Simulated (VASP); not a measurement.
**Si2Ni: single point with PBE**

Crystal: Si2Ni.

```
Si Ni
1.0
     0.00000    2.72341    2.68256
     2.72341    0.00000    2.68256
     2.72341    2.72341    0.00000
Si Ni
2 1
Cartesian
  1.3617 1.3617 1.3413
  4.0851 4.0851 4.0238
  0.0000 0.0000 0.0000
```

This cell differs from its parent crystal: strain +0.000 along x and y, -0.015 along z.

```
Program                : VASP 6.6.1
Task                   : single point
Functional             : PBE
Potentials or basis    : VASP PAW PBE potentials, release 64 (Si, Ni)
Cutoff                 : 520 eV
k mesh                 : 16 × 16 × 16
Occupations            : gaussian, width 0.15 eV
Spin                   : no spin polarisation
Dipole correction      : no
Further INCAR settings : ALGO = Normal; EDIFF = 1e-07; NBANDS = 16
```

The pressure is 2.1 GPa and the band gap on the k mesh is zero (bands 9 and 10 overlap by 2.25 eV).

Stress tensor (GPa, compression positive):
```
1.88 0.00 0.00
0.00 1.88 0.00
0.00 0.00 2.60
```

Levels at points of the mesh, in eV from the Fermi level:
```csv
k point,band 5,band 6,band 7,band 8,band 9,band 10,band 11,band 12,band 13,band 14
"(0.00, 0.00, 0.00)",-3.47,-3.43,-0.34,1.58,1.77,1.77,2.26,2.26,2.43,4.57
"(0.50, 0.00, 0.00)",-3.66,-3.27,-3.26,-1.46,-1.35,1.80,1.80,1.82,2.60,9.12
"(0.50, 0.50, 0.00)",-4.53,-3.54,-3.54,-3.35,-3.06,-0.48,1.39,7.78,8.22,8.22
"(0.50, 0.00, 0.50)",-4.36,-3.57,-3.52,-3.39,-3.05,-0.38,1.48,7.74,8.05,8.53
```

Run time: 110 s on 1 thread of Intel(R) Xeon(R) 6975P-C (Granite Rapids), on a shared host, peak memory 0.33 GiB.

Caveat: the cell differs from its parent crystal (strain +0.000 along x and y, -0.015 along z). Spin polarisation is off, so any magnetic state and its effect on volume and gap are missing.
